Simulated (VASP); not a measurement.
A run of VASP 6.6.1:

Contents of INCAR:

```
ALGO = Normal
EDIFF = 1E-7
ENCUT = 520
ISIF = 2
ISMEAR = 0
ISPIN = 2
LASPH = T
LCHARG = T
LELF = T
LORBIT = 11
LREAL = Auto
LVHAR = T
LWAVE = F
MAGMOM = 0 0 0 0 0 0 0 0 0 0 0 0 0 0 0 0 0
NBANDS = 52
NELM = 150
PREC = Accurate
SIGMA = 0.05
```

File KPOINTS:

```
k-points
0
Gamma
  2 2 2
```

POSCAR

```
AlSi16
1.0
    0.0000000000      5.4300000000      5.4300000000
    5.4300000000      0.0000000000      5.4300000000
    5.4300000000      5.4300000000      0.0000000000
Si Al
16 1
Direct
   -0.0533357274      0.0176965009      0.0179001842
    0.1180232965      0.1141516575      0.1143569982
    0.0078458564     -0.0288906077      0.5106018416
    0.1180237569      0.1141500921      0.6536296501
    0.0078441989      0.5103983425     -0.0286852670
    0.1180232044      0.6534254144      0.1143552486
    0.0078437385      0.5103999079      0.5106034070
    0.1792183241      0.6068439227      0.6070496317
    0.4907043278     -0.0012352670     -0.0010310313
    0.5710953039      0.1428886740      0.1430881215
    0.4907043278     -0.0012352670      0.5117221915
    0.6351678637      0.1130185083      0.6259868324
    0.4907044199      0.5115226519     -0.0010333333
    0.6351664825      0.6257825046      0.1132270718
    0.5548021179      0.4816476059      0.4818558932
    0.6351662983      0.6257832413      0.6259847145
    1.0629656538      0.3122623389      0.3124676796
```

Potentials or basis: VASP PAW LDA potentials, release 64 (Si, Al).

Launch:

```console
$ cat potpaw_LDA.64/Si/POTCAR potpaw_LDA.64/Al/POTCAR > POTCAR
$ mpirun -np 1 vasp_std > vasp.out
```

Hardware: 1 thread of Intel(R) Xeon(R) 6975P-C (Granite Rapids), on a shared host.

Task: Estimate the wall time of this run.

Result: It took 98 s on 1 thread of Intel(R) Xeon(R) 6975P-C (Granite Rapids) (shared host), peak memory 0.42 GiB. Counts: scf iterations 13, k points 4.
